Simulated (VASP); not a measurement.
Write the native input for VASP 6.6.1 that does the following.

```
Task                   : single point
Functional             : r2SCAN
Potentials or basis    : VASP PAW PBE potentials, release 64 (Re, Ti_sv)
Cutoff                 : 520 eV
k mesh                 : 11 × 11 × 11
Occupations            : fermi-dirac, width 0.0253 eV
Spin                   : no spin polarisation
Dipole correction      : no
Further INCAR settings : ALGO = Normal; EDIFF = 1e-06; NBANDS = 16
```

Crystal: TiRe.

```
Re Ti
1.0
     3.14115    0.00000    0.00000
     0.00000    3.14115    0.00000
     0.00000    0.00000    3.14115
Re Ti
1 1
Direct
  0.00000 0.00000 0.00000
  0.50000 0.50000 0.50000
```

One way to write it, as run:

POSCAR

```
TiRe
1.0
    3.1411470000      0.0000000000      0.0000000000
    0.0000000000      3.1411470000      0.0000000000
    0.0000000000      0.0000000000      3.1411470000
Re Ti
1 1
Direct
    0.0000000000      0.0000000000      0.0000000000
    0.5000000000      0.5000000000      0.5000000000
```

INCAR.step1

```
ALGO = Normal
EDIFF = 1E-4
ENCUT = 520
GGA = PE
ISMEAR = -1
LASPH = True
LCHARG = False
LREAL = False
LWAVE = True
NBANDS = 16
NELM = 80
PREC = Accurate
SIGMA = 0.0253
```

INCAR.step2

```
ALGO = Normal
EDIFF = 1E-6
ENCUT = 520
ISIF = 2
ISMEAR = -1
ISTART = 1
LASPH = True
LCHARG = False
LMIXTAU = True
LREAL = False
LWAVE = False
METAGGA = R2SCAN
NBANDS = 16
NELM = 80
PREC = Accurate
SIGMA = 0.0253
```

KPOINTS

```
k-points
0
Gamma
  11 11 11
```

Potentials or basis: VASP PAW PBE potentials, release 64 (Re, Ti_sv).

Launch:

```console
$ cat potpaw_PBE.64/Re/POTCAR potpaw_PBE.64/Ti_sv/POTCAR > POTCAR
$ cp INCAR.step1 INCAR
$ mpirun -np 1 vasp_std > vasp.out
$ cp INCAR.step2 INCAR
$ mpirun -np 1 vasp_std > vasp.out
```

It gave:

The pressure is -7.4 GPa.

Caveat: the PAW data sets were made with another functional, which shifts forces and pressure a little.

It took 75 s on 1 thread of Intel(R) Xeon(R) Platinum 8259CL CPU @ 2.50GHz (Skylake/Cascade Lake), with other jobs on the host, peak memory 0.17 GiB.
